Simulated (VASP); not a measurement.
# Sb (R-3) in VASP: notebook

Runs on Sb. Level: PBE. Tasks: relaxation of cell and atoms, relaxation of shape and atoms at fixed volume.

Program: VASP 6.6.1. These are calculated values, not measurements. Logs are shortened: lines on timing, memory, paths and dates and some standing lists are left out, and cuts for length are marked.

## (1) The cell of the first run

The structure is trigonal, space group R-3 (No. 148). The conventional cell has a = 11.270 Å, b = 11.270 Å, c = 5.793 Å, α = 90.00°, β = 90.00°, γ = 120.00°. Within 3.8 Å of Sb (site symmetry 1) lie 5 Sb at 2.88 to 3.67 Å.

## (2) Relaxation of cell and atoms, PBE

Input file INCAR:

```
  PREC = Accurate
  ENCUT = 600
  EDIFF = 1E-7
  ISMEAR = 0
  SIGMA = 0.02
  LREAL = F
  LASPH = T
  NELM = 60
  ALGO = Normal
  ISIF = 3
  LWAVE = F
  LCHARG = F
  GGA = PE
  IBRION = 2
  NSW = 100
  EDIFFG = -0.01
```

Input file KPOINTS:

```
Automatic mesh
0
Gamma
  6 6 6
```

Input file POSCAR:

```
Sb
1.0
    5.6352480262      3.2535119649      1.9310961179
   -5.6352480262      3.2535119649      1.9310961179
    0.0000000000     -6.5070239298      1.9310961179
Sb
6
Direct
    0.4343718521      0.2630538564      0.9830772508
    0.9830772508      0.4343718521      0.2630538564
    0.2630538564      0.9830772508      0.4343718521
    0.5656281479      0.7369461436      0.0169227492
    0.0169227492      0.5656281479      0.7369461436
    0.7369461436      0.0169227492      0.5656281479
```

Potentials or basis: VASP PAW PBE potentials, release 64 (Sb).

Started as:

```
cat potpaw_PBE.64/Sb/POTCAR > POTCAR
mpirun -np 1 vasp_std > vasp.out
```

OUTCAR:

```text
PREC = Accurate
   ENCUT = 600
   EDIFF = 1E-7
   ISMEAR = 0
   LREAL = F
   LASPH = T
   NELM = 60
   ISIF = 3
   GGA = PE
   IBRION = 2
   NSW = 100
   EDIFFG = -0.01

 ion  position               nearest neighbor table
   1  0.434  0.263  0.983-   4 2.88   2 2.92   3 2.92   6 3.67   5 3.67
   2  0.983  0.434  0.263-   5 2.88   1 2.92   3 2.92   4 3.67   6 3.67
   3  0.263  0.983  0.434-   6 2.88   2 2.92   1 2.92   4 3.67   5 3.67
   4  0.566  0.737  0.017-   1 2.88   5 2.92   6 2.92   3 3.67   2 3.67
   5  0.017  0.566  0.737-   2 2.88   4 2.92   6 2.92   1 3.67   3 3.67
   6  0.737  0.017  0.566-   3 2.88   5 2.92   4 2.92   1 3.67   2 3.67

  LATTYP: Found a trigonal (rhomboedric) cell.
 ALAT       =     6.7875247800
 COS(alpha) =    -0.3785839264

  Lattice vectors:

 A1 = (   5.6352480262,   3.2535119649,   1.9310961179)
 A2 = (  -5.6352480262,   3.2535119649,   1.9310961179)
 A3 = (   0.0000000000,  -6.5070239298,   1.9310961179)

Analysis of symmetry for initial positions (statically):
=====================================================================
 Subroutine PRICEL returns:
 Original cell was already a primitive cell.

 Routine SETGRP: Setting up the symmetry group for a
 trigonal (rhombohedral) supercell.

 Subroutine GETGRP returns: Found  6 space group operations
 (whereof  6 operations were pure point group operations)
 out of a pool of 12 trial point group operations.

The static configuration has the point symmetry S_6 .

Analysis of symmetry for dynamics (positions and initial velocities):
=====================================================================
 Subroutine PRICEL returns:
 Original cell was already a primitive cell.

 Routine SETGRP: Setting up the symmetry group for a
 trigonal (rhombohedral) supercell.

 Subroutine GETGRP returns: Found  6 space group operations
 (whereof  6 operations were pure point group operations)
 out of a pool of 12 trial point group operations.

The dynamic configuration has the point symmetry S_6 .

 Subroutine INISYM returns: Found  6 space group operations
 (whereof  6 operations are pure point group operations),
 and found     1 'primitive' translations

----------------------------------------------------------------------------------------

                                     Primitive cell

  volume of cell :     212.4323

  direct lattice vectors                    reciprocal lattice vectors
     5.635248026  3.253511965  1.931096118     0.088727239  0.051226695  0.172613538
    -5.635248026  3.253511965  1.931096118    -0.088727239  0.051226695  0.172613538
     0.000000000 -6.507023930  1.931096118     0.000000000 -0.102453391  0.172613538

  length of vectors
     6.787524780  6.787524780  6.787524780     0.200728999  0.200728999  0.200728999

  position of ions in fractional coordinates (direct lattice)
     0.434371852  0.263053856  0.983077251
     0.983077251  0.434371852  0.263053856
     0.263053856  0.983077251  0.434371852
     0.565628148  0.736946144  0.016922749
     0.016922749  0.565628148  0.736946144
     0.736946144  0.016922749  0.565628148

  ion indices of the primitive-cell ions
   primitive index   ion index
                 1           1
                 2           2
                 3           3
                 4           4
                 5           5
                 6           6

----------------------------------------------------------------------------------------

 KPOINTS: Automatic mesh

Automatic generation of k-mesh.
 Grid dimensions read from file:
 generate k-points for:    6    6    6

 Generating k-lattice:

  Cartesian coordinates                     Fractional coordinates (reciprocal lattice)
     0.014787873  0.008537783  0.028768923     0.166666667  0.000000000  0.000000000
    -0.014787873  0.008537783  0.028768923     0.000000000  0.166666667  0.000000000
     0.000000000 -0.017075565  0.028768923     0.000000000  0.000000000  0.166666667

  Length of vectors
     0.033454833  0.033454833  0.033454833

  Shift w.r.t. Gamma in fractional coordinates (k-lattice)
     0.000000000  0.000000000  0.000000000

 Subroutine IBZKPT returns following result:
 ===========================================

 Found     40 irreducible k-points:

 Following reciprocal coordinates:
            Coordinates               Weight
  0.000000  0.000000  0.000000      1.000000
  0.166667 -0.000000 -0.000000      6.000000
  0.333333  0.000000 -0.000000      6.000000
  0.500000  0.000000  0.000000      3.000000
  0.166667  0.166667 -0.000000      6.000000
  0.333333  0.166667 -0.000000      6.000000
[... 16 lines left out ...]
  0.333333  0.333333  0.166667      6.000000
  0.500000  0.333333  0.166667      6.000000
 [... further k-points ...]
   k-points           NKPTS =     40   k-points in BZ     NKDIM =     40   number of bands    NBANDS=     19
   number of dos      NEDOS =    301   number of ions     NIONS =      6
   total plane-waves  NPLWV = 157464
   dimension x,y,z NGX =    54 NGY =   54 NGZ =   54
   dimension x,y,z NGXF=   108 NGYF=  108 NGZF=  108
   ions per type =               6
   NGX,Y,Z   is equivalent  to a cutoff of  13.23, 13.23, 13.23 a.u.
   NGXF,Y,Z  is equivalent  to a cutoff of  26.45, 26.45, 26.45 a.u.
 SYSTEM =  unknown system
   PREC   = accura    normal or accurate (medium, high low for compatibility)
   ISTART =      0    job   : 0-new  1-cont  2-samecut
   ICHARG =      2    charge: 1-file 2-atom 10-const
   ISPIN  =      1    spin polarized calculation?
   LNONCOLLINEAR =      F non collinear calculations
   LSORBIT =      F    spin-orbit coupling
   LASPH  =      T    aspherical Exc in radial PAW
   ENCUT  =  600.0 eV  44.10 Ry    6.64 a.u.  13.56 13.56 13.56*2*pi/ulx,y,z
   NELM   =     60;   NELMIN=  2; NELMDL= -5     # of ELM steps
   EDIFF  = 0.1E-06   stopping-criterion for ELM
   LREAL  =      F    real-space projection
   EDIFFG = -.1E-01   stopping-criterion for IOM
   NSW    =    100    number of steps for IOM
   IBRION =      2    ionic relax: 0-MD 1-quasi-New 2-CG
   NFREE  =      1    steps in history (QN), initial steepest desc. (CG)
   ISIF   =      3    stress and relaxation
   ISYM   =      2    0-nonsym 1-usesym 2-fastsym
   POTIM  = 0.5000    time-step for ionic-motion
   TEBEG  =    0.0;   TEEND  =   0.0 temperature during run
   PSTRESS=    0.0 pullay stress
   NELECT =      30.0000    total number of electrons
   NUPDOWN=      -1.0000    fix difference up-down
   EMIN   =  10.00;   EMAX   =-10.00  energy-range for DOS
   EFERMI =   0.00;   METHOD = LEGACY
   ISMEAR =     0;   SIGMA  =   0.02  broadening in eV -4-tet -1-fermi 0-gaus
   EFERMI_NEDOS =   21; number of points for ismear=-14 and -15
   IALGO  =     38    algorithm
   IMIX   =      4    mixing-type and parameters
     AMIX     =   0.40;   BMIX     =  1.00
     AMIX_MAG =   1.60;   BMIX_MAG =  1.00
  volume/ion in A,a.u.               =      35.41       238.93
  Fermi-wavevector in a.u.,A,eV,Ry     =   0.852527  1.611043  9.888757  0.726803
  Thomas-Fermi vector in A             =   1.968829
   LORBIT       =      0    0 simple, 1 ext, 2 COOP (PROOUT), +10 PAW based schemes
   GGA     = PE    functional components
   LHFCALC =     F    Hartree Fock is set to
   AEXX    =    0.0000 exact exchange contribution
   IVDW    =     0    specifies the selected vdW correction
   LEPSILON=     F    determine dielectric tensor
   LRPA    =     F    only Hartree local field effects (RPA)
 conjugate gradient relaxation of ions
 non-spin polarized calculation
 Gauss-broadening in eV      SIGMA  =   0.02
  energy-cutoff  :      600.00
  volume of cell :      212.43
 maximum number of plane-waves:      7114
   NGX = 27   NGY = 27   NGZ = 27

--------------------------------------- Ionic step        1  -------------------------------------------

 number of electron      30.0000000 magnetization

 Free energy of the ion-electron system (eV)
  ---------------------------------------------------
  ext. energy  EPLUGINS =         0.00000000
  ---------------------------------------------------
  free energy    TOTEN  =       -24.41444897 eV

  energy without entropy =      -24.41444897  energy(sigma->0) =      -24.41444897

------------------------ aborting loop because EDIFF is reached ----------------------------------------

  FORCE on cell =-STRESS in cart. coord.  units (eV):
  Direction    XX          YY          ZZ          XY          YZ          ZX
  --------------------------------------------------------------------------------------
  -------------------------------------------------------------------------------------
  Total        0.1538908      0.1538908      0.0738844     -0.0000002      0.0000000      0.0000000
  in kB        1.1606538      1.1606538      0.5572404     -0.0000017      0.0000000      0.0000000
  external PRESSURE =       0.9595160 kB  Pullay stress =       0.0000000 kB
[... 101 lines left out ...]
  FREE ENERGIE OF THE ION-ELECTRON SYSTEM (eV)
  ---------------------------------------------------
  free  energy   TOTEN  =       -24.4152691270 eV

  energy  without entropy=      -24.4152691270  energy(sigma->0) =      -24.41526913

[... ionic steps 4 to 14 ...]

--------------------------------------- Ionic step       15  -------------------------------------------

 number of electron      30.0000000 magnetization

------------------------ aborting loop because EDIFF is reached ----------------------------------------
[... 75 lines left out ...]
--------------------------------------- Ionic step       17  -------------------------------------------

 number of electron      30.0000000 magnetization

 Free energy of the ion-electron system (eV)
  ---------------------------------------------------
  ext. energy  EPLUGINS =         0.00000000
  ---------------------------------------------------
  free energy    TOTEN  =       -24.41785022 eV

  energy without entropy =      -24.41785022  energy(sigma->0) =      -24.41785022

 E-fermi :   5.3026     XC(G=0):  -8.7920

 val. band max:        5.1753508985   @ k =   0.5000   0.5000   0.5000
 cond. band min:       5.5260376461   @ k =   0.5000   0.5000   0.5000
 fundamental gap:      0.3506867476
 Fermi energy:         5.3026157634

 k-point     1 :       0.0000    0.0000    0.0000
  band No.  band energies     occupation
      1      -6.5932      2.00000
      2      -3.9048      2.00000
      3      -3.5533      2.00000
      4      -3.5533      2.00000
      5      -2.0786      2.00000
      6      -2.0786      2.00000
[... 505 lines left out ...]
      6      -2.2542      2.00000
[... 11 lines left out ...]
     18       6.8975      0.00000
     19       7.1545      0.00000

 [... further k-points ...]

------------------------ aborting loop because EDIFF is reached ----------------------------------------

  FORCE on cell =-STRESS in cart. coord.  units (eV):
  Direction    XX          YY          ZZ          XY          YZ          ZX
  --------------------------------------------------------------------------------------
  -------------------------------------------------------------------------------------
  Total       -0.0077286     -0.0077286      0.0534667     -0.0000002      0.0000000      0.0000000
  in kB       -0.0587744     -0.0587744      0.4066047     -0.0000016      0.0000000      0.0000000
  external PRESSURE =       0.0963520 kB  Pullay stress =       0.0000000 kB
[... 21 lines left out ...]
  FREE ENERGIE OF THE ION-ELECTRON SYSTEM (eV)
  ---------------------------------------------------
  free  energy   TOTEN  =       -24.4178502207 eV

  energy  without entropy=      -24.4178502207  energy(sigma->0) =      -24.41785022

 reached required accuracy - stopping structural energy minimisation
```

Run time: 32 min. Hardware: 1 thread of Oxide Virtual Turin-like, shared host; peak memory 0.5 GiB.

What came out:

```
Free energy                           : -24.4179 eV
Relaxed volume                        : 35.11 Å³/atom
Relaxed cell                          : a = 6.754 Å, b = 6.754 Å, c = 6.754 Å, α = 112.12°, β = 112.12°, γ = 112.12°
Space group after relaxing (to 0.1 Å) : R-3 (No. 148)
Energy gained by relaxing             : 0.6 meV/atom
Ionic steps                           : 17
Pressure after relaxing               : 0.0 GPa
Largest force after relaxing          : 0.003 eV/Å
```

Forces in eV/Å, atoms in the order of the input:
```
Sb   0.000  0.003  0.002
Sb  -0.002 -0.001  0.002
Sb   0.002 -0.001  0.002
Sb   0.000 -0.003 -0.002
Sb   0.002  0.001 -0.002
Sb  -0.002  0.001 -0.002
```

The path:
| step | energy change (eV) | largest force (eV/Å) | pressure (GPa) | volume (Å³) |
| --- | --- | --- | --- | --- |
| 1 | 0.0000 | 0.0711 | 0.10 | 212.43 |
| 2 | -0.0008 | 0.0232 | -0.13 | 213.08 |
| 3 | -0.0008 | 0.0266 | -0.11 | 213.01 |
| 4 | -0.0014 | 0.0212 | -0.07 | 212.52 |
| 5 | -0.0019 | 0.0170 | 0.01 | 211.49 |
| 6 | -0.0024 | 0.0103 | 0.00 | 211.19 |
| 7 | -0.0028 | 0.0214 | -0.02 | 210.52 |
| 8 | -0.0029 | 0.0146 | 0.08 | 210.02 |
| 9 | -0.0029 | 0.0135 | 0.06 | 210.12 |
| 10 | -0.0031 | 0.0101 | 0.04 | 210.22 |
| 11 | -0.0032 | 0.0111 | 0.01 | 210.33 |
| 12 | -0.0032 | 0.0108 | 0.00 | 210.44 |
| 13 | -0.0033 | 0.0120 | -0.02 | 210.59 |
| 14 | -0.0033 | 0.0183 | -0.06 | 210.90 |
| 15 | -0.0033 | 0.0149 | -0.04 | 210.76 |
| 16 | -0.0034 | 0.0117 | -0.03 | 210.73 |
| 17 | -0.0034 | 0.0030 | 0.01 | 210.68 |

Final structure:
```
Sb
1.0
     5.60309    3.23495    1.93720
    -5.60309    3.23495    1.93720
     0.00000   -6.46990    1.93720
Sb
6
Direct
  0.43685 0.26422 0.98757
  0.98757 0.43685 0.26422
  0.26422 0.98757 0.43685
  0.56315 0.73578 0.01243
  0.01243 0.56315 0.73578
  0.73578 0.01243 0.56315
```

Levels at points of the mesh, in eV from the Fermi level:
```
           k point  band 12  band 13  band 14  band 15  band 16  band 17  band 18  band 19
(0.00, 0.00, 0.00)    -2.25    -2.03    -0.62    -0.62     1.51     1.51     1.74     2.59
(0.50, 0.00, 0.00)    -1.75    -0.92    -0.66    -0.58     0.70     1.54     2.00     2.56
(0.50, 0.50, 0.00)    -1.93    -1.53    -0.94    -0.90     0.26     0.54     1.42     1.98
(0.50, 0.50, 0.50)    -2.16    -1.76    -0.13    -0.13     0.22     1.59     1.59     2.45
```

Caveat: spin-orbit coupling is left out, which moves the levels of the heavy elements.

## (3) Relaxation of shape and atoms at fixed volume, PBE (34.25 Å³/atom)

This run uses another cell than the first one, of 34.25 Å³/atom.

Input file INCAR:

```
SYSTEM = Sb
  PREC = Accurate
  ENCUT = 600
  EDIFF = 1E-7
  ISMEAR = 0
  SIGMA = 0.02
  LREAL = .False.
  LASPH = .True.
  NELM = 100
  ALGO = Normal
  ISIF = 4
  LWAVE = .False.
  LCHARG = .False.
  GGA = PE
  IBRION = 2
  NSW = 50
  EDIFFG = -0.01
```

Input file KPOINTS:

```
Automatic mesh
0
Gamma
  6 6 6
  0 0 0
```

Input file POSCAR:

```
Sb
1.0
    5.5522602909      3.2055989736      1.9242303219
   -5.5522602909      3.2055989736      1.9242303219
    0.0000000000     -6.4111979471      1.9242303219
Sb
6
Direct
    0.4392096310      0.2657001353      0.9884310346
    0.9884310346      0.4392096310      0.2657001353
    0.2657001353      0.9884310346      0.4392096310
    0.5607903690      0.7342998647      0.0115689654
    0.0115689654      0.5607903690      0.7342998647
    0.7342998647      0.0115689654      0.5607903690
```

Potentials or basis: VASP PAW PBE potentials, release 64 (Sb).

Started as:

```
cat potpaw_PBE.64/Sb/POTCAR > POTCAR
mpirun -np 1 vasp_std > vasp.out
```

It took 33 min on 1 thread of Oxide Virtual Turin-like, shared host; peak memory 0.44 GiB.

Results (log left out):

* Free energy: -24.4110 eV
* Energy gained by relaxing: 4.0 meV/atom
* Ionic steps: 6
* Pressure after relaxing: 0.4 GPa
* Largest force after relaxing: 0.009 eV/Å

Forces on the atoms (eV/Å):
```
Sb   0.007  0.001 -0.005
Sb  -0.004  0.006 -0.005
Sb  -0.003 -0.006 -0.005
Sb  -0.007 -0.001  0.005
Sb   0.004 -0.006  0.005
Sb   0.003  0.006  0.005
```

Step by step:
```csv
step,energy change (eV),largest force (eV/Å),pressure (GPa),volume (Å³)
1,0.0000,0.2828,1.47,205.49
2,-0.0174,0.1379,0.96,205.49
3,-0.0231,0.0312,0.42,205.49
4,-0.0232,0.0267,0.46,205.49
5,-0.0238,0.0094,0.44,205.49
6,-0.0240,0.0085,0.42,205.49
```

Final structure:
```
CELL_PARAMETERS angstrom
5.53489 3.19557 1.93633
-5.53489 3.19557 1.93633
0.00000 -6.39114 1.93633
ATOMIC_POSITIONS crystal
Sb 0.43605 0.26355 0.98993
Sb 0.98993 0.43605 0.26355
Sb 0.26355 0.98993 0.43605
Sb 0.56395 0.73645 0.01007
Sb 0.01007 0.56395 0.73645
Sb 0.73645 0.01007 0.56395
```

Levels at points of the mesh, in eV from the Fermi level:
| k point | band 11 | band 12 | band 13 | band 14 | band 15 | band 16 | band 17 | band 18 | band 19 |
| --- | --- | --- | --- | --- | --- | --- | --- | --- | --- |
| (0.00, 0.00, 0.00) | -2.84 | -2.38 | -2.11 | -0.61 | -0.61 | 1.50 | 1.50 | 1.66 | 2.62 |
| (0.50, 0.00, 0.00) | -1.83 | -1.80 | -0.92 | -0.68 | -0.64 | 0.62 | 1.49 | 1.98 | 2.56 |
| (0.50, 0.50, 0.00) | -2.17 | -1.90 | -1.52 | -0.98 | -0.94 | 0.24 | 0.50 | 1.40 | 1.92 |
| (0.50, 0.50, 0.50) | -2.17 | -2.17 | -1.81 | -0.09 | -0.09 | 0.12 | 1.62 | 1.62 | 2.43 |

Caveat: spin-orbit coupling is left out, which moves the levels of the heavy elements.
